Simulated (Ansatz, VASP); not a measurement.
## One calculation of GaAs, two programs

File POSCAR:

```
GaAs
1.0
    0.0000000000      2.8268500000      2.8268500000
    2.8268500000      0.0000000000      2.8268500000
    2.8268500000      2.8268500000      0.0000000000
Ga As
1 1
Direct
    0.0000000000      0.0000000000      0.0000000000
    0.7500000000      0.7500000000      0.7500000000
```

File INCAR.step1:

```
SYSTEM = GaAs
PREC     = Accurate       ! precision mode
ENCUT    = 520            ! plane-wave cutoff, eV
ISMEAR   = 0              ! smearing method
SIGMA    = 0.05           ! smearing width, eV
LREAL    = .False.        ! projectors in reciprocal space
LASPH    = .True.         ! aspherical terms in the spheres
NELM     = 80             ! most SCF steps
NBANDS   = 16             ! bands
GGA      = PE             ! functional
ALGO     = Normal         ! electronic algorithm
EDIFF    = 1E-4           ! SCF threshold, eV
LWAVE    = .True.         ! write WAVECAR
LCHARG   = .False.        ! write CHGCAR
```

The input INCAR.step2:

```
SYSTEM = GaAs
PREC     = Accurate       ! precision mode
ENCUT    = 520            ! plane-wave cutoff, eV
EDIFF    = 1E-7           ! SCF threshold, eV
ISMEAR   = 0              ! smearing method
SIGMA    = 0.05           ! smearing width, eV
LREAL    = .False.        ! projectors in reciprocal space
LASPH    = .True.         ! aspherical terms in the spheres
NELM     = 80             ! most SCF steps
ALGO     = Normal         ! electronic algorithm
ISIF     = 2              ! what is computed and relaxed
LWAVE    = .False.        ! write WAVECAR
LCHARG   = .False.        ! write CHGCAR
METAGGA  = R2SCAN         ! meta-GGA
LMIXTAU  = .True.       
NBANDS   = 16             ! bands
ISTART   = 1
```

KPOINTS

```
Automatic mesh
0
Gamma
  10 10 10
  0 0 0
```

Input for Ansatz:

```yaml
crystal:
  lattice:
    - [0.0, 2.82685, 2.82685]
    - [2.82685, 0.0, 2.82685]
    - [2.82685, 2.82685, 0.0]
  atoms:
    - { symbol: Ga, position: [0.0, 0.0, 0.0] }
    - { symbol: As, position: [0.75, 0.75, 0.75] }
basis:
  ecutwfc: 500
kpoints:
  mp_grid: { grid: [10, 10, 10] }
hamiltonian:
  xc: r2scan
scf:
  occupations: { method: gaussian, width: 0.05 }
output:
  forces: true
  stress: true
  eigenvalues: true
```

Alike in both runs: task single point; functional r2SCAN; k mesh 10 × 10 × 10; occupations gaussian, width 0.05 eV; no spin polarisation.

|  | VASP | Ansatz |
| --- | --- | --- |
| version | VASP 6.6.1 | Ansatz 0.2.0 |
| potentials or method | VASP PAW PBE potentials, release 64 (Ga_d, As), cutoff 520 eV | scalar-relativistic, plane waves, PAW |
| valence electrons in the cell | 18 | 28 |

Ansatz gave:

- gap on the k mesh at the Fermi level (eV): 1.02
- least direct gap on the mesh (eV): 1.02
- pressure (GPa): 0.5

**Question.** Which values does VASP return?

**Answer.** gap on the k mesh at the Fermi level (eV): 1.00; least direct gap on the mesh (eV): 1.00; pressure (GPa): 0.6.

VASP's potentials were made for PBE, not for r2SCAN. VASP's potentials hold 18 valence electrons a cell and Ansatz's 28, so a difference there can come from the potentials and not from the codes.
